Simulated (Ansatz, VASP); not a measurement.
# HgTe: VASP beside Ansatz

```
CELL_PARAMETERS angstrom
0.00000 3.25589 3.25589
3.25589 0.00000 3.25589
3.25589 3.25589 0.00000
ATOMIC_POSITIONS crystal
Hg 0.00000 0.00000 0.00000
Te 0.25000 0.25000 0.25000
```

Alike in both runs: functional PBEsol; k mesh 12 × 12 × 12; occupations gaussian, width 0.1 eV; no spin polarisation.

Ansatz relaxed the structure, and its values are those at the end. VASP's run is a single point on that final structure, the one shown.

```csv
,VASP,Ansatz
version,VASP 6.6.1,Ansatz 0.2.0
potentials or method,"VASP PAW PBE potentials, release 64 (Hg, Te), cutoff 520 eV","scalar-relativistic, plane waves, PAW"
valence electrons in the cell,18,36
```

|  | VASP | Ansatz | Ansatz less VASP |
| --- | --- | --- | --- |
| gap on the k mesh at the Fermi level (eV) | none | none | - |
| pressure (GPa) | 0.1 | 0.0 | -0.10 |

VASP's potentials were made for PBE, not for PBEsol. A gap of «none» marks a metal or a gap that the smearing closes. The functional is the same, so the differences come from potentials, cutoffs and numerics. VASP's potentials hold 18 valence electrons a cell and Ansatz's 36, so a difference there can come from the potentials and not from the codes.

Neither program's run includes spin-orbit coupling.
